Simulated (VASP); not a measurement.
## Mo: single point with PBEsol

Crystal: Mo.

```xyz
1
Lattice="-1.5642 1.5642 1.5642 1.5642 -1.5642 1.5642 1.5642 1.5642 -1.5642" Properties=species:S:1:pos:R:3 pbc="T T T"
Mo    0.0000    0.0000    0.0000
```

```
Program                : VASP 6.6.1
Task                   : single point
Functional             : PBEsol
Potentials or basis    : VASP PAW PBE potentials, release 64 (Mo_sv)
Cutoff                 : 520 eV
k mesh                 : 9 × 9 × 9
Occupations            : fermi-dirac, width 0.05 eV
Spin                   : no spin polarisation
Dipole correction      : no
Further INCAR settings : ALGO = Normal; EDIFF = 1e-06; NBANDS = 13
```

* Pressure: 0.6 GPa
* Band gap on the k mesh: zero (bands 7 and 8 overlap by 4.78 eV)

Levels at points of the mesh, in eV from the Fermi level:
| k point | band 3 | band 4 | band 5 | band 6 | band 7 | band 8 | band 9 | band 10 | band 11 | band 12 |
| --- | --- | --- | --- | --- | --- | --- | --- | --- | --- | --- |
| (0.00, 0.00, 0.00) | -34.39 | -34.39 | -7.30 | -1.36 | -1.36 | -1.36 | 1.73 | 1.73 | 14.89 | 14.89 |

It took 8.7 s on 1 thread of AMD EPYC 7R13 (shared host), peak memory 0.09 GiB.

Caveat: the PAW data sets were made with another functional, which shifts forces and pressure a little.
